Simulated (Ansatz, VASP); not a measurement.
**One calculation of GaN, two programs**

Contents of POSCAR:

```
GaN
1.0
    3.1832849295      0.0000000000      0.0000000000
   -1.5916424648      2.7568056165      0.0000000000
    0.0000000000      0.0000000000      5.1839381315
Ga N
2 2
Direct
    0.3333333333      0.6666666667     -0.0615000000
    0.6666666667      0.3333333333      0.4385000000
    0.3333333333      0.6666666667      0.4385000000
    0.6666666667      0.3333333333      0.9385000000
```

INCAR.step1

```
SYSTEM = GaN
PREC = Accurate
ENCUT = 520
ISMEAR = 0
SIGMA = 0.01
LREAL = .False.
LASPH = .True.
NELM = 80
NBANDS = 26
GGA = PE
ALGO = Normal
EDIFF = 1E-4
LWAVE = .True.
LCHARG = .False.
```

The input INCAR.step2:

```
SYSTEM = GaN
PREC = Accurate
ENCUT = 520
EDIFF = 1E-6
ISMEAR = 0
SIGMA = 0.01
LREAL = .False.
LASPH = .True.
NELM = 80
ALGO = Normal
ISIF = 2
LWAVE = .False.
LCHARG = .True.
METAGGA = R2SCAN
LMIXTAU = .True.
LELF = .True.
LVHAR = .True.
NBANDS = 26
ISTART = 1
```

The input KPOINTS:

```
regular mesh
0
Gamma
  12 12 6
  0 0 0
```

Input for Ansatz:

```yaml
crystal:
  lattice:
    - [3.1832849295, 0.0, 0.0]
    - [-1.5916424648, 2.7568056165, 0.0]
    - [0.0, 0.0, 5.1839381315]
  atoms:
    - { symbol: Ga, position: [0.3333333333, 0.6666666667, -0.0615] }
    - { symbol: Ga, position: [0.6666666667, 0.3333333333, 0.4385] }
    - { symbol: "N", position: [0.3333333333, 0.6666666667, 0.4385] }
    - { symbol: "N", position: [0.6666666667, 0.3333333333, 0.9385] }
basis:
  ecutwfc: 500
  xc_grid: 2
kpoints:
  mp_grid: { grid: [12, 12, 6] }
hamiltonian:
  xc: r2scan
  pseudopotentials: { kind: paw, azcp: { folder: soft_1 } }
scf:
  occupations: { method: fixed }
output:
  forces: true
  stress: true
  eigenvalues: true
  polarization: {}
```

Change from the starting cell: polar distortion scaled by 0.00.

Alike in both runs: task single point; functional r2SCAN; k mesh 12 × 12 × 6; no spin polarisation.

|  | VASP | Ansatz |
| --- | --- | --- |
| version | VASP 6.6.1 | Ansatz 0.2.0 |
| potentials or method | VASP PAW PBE potentials, release 64 (Ga_d, N), cutoff 520 eV | scalar-relativistic, plane waves, PAW |
| occupations | gaussian, width 0.01 eV | fixed |
| valence electrons in the cell | 36 | 36 |

|  | VASP | Ansatz | Ansatz less VASP |
| --- | --- | --- | --- |
| gap on the k mesh at the Fermi level (eV) | 2.38 | 2.39 | +0.001 |
| least direct gap on the mesh (eV) | 2.39 | 2.39 | +0.001 |
| pressure (GPa) | 11.7 | 10.4 | -1.25 |
| traceless stress, the component that is largest in VASP (GPa) | -12.47 | -11.22 | +1.246 |

VASP's potentials were made for PBE, not for r2SCAN.
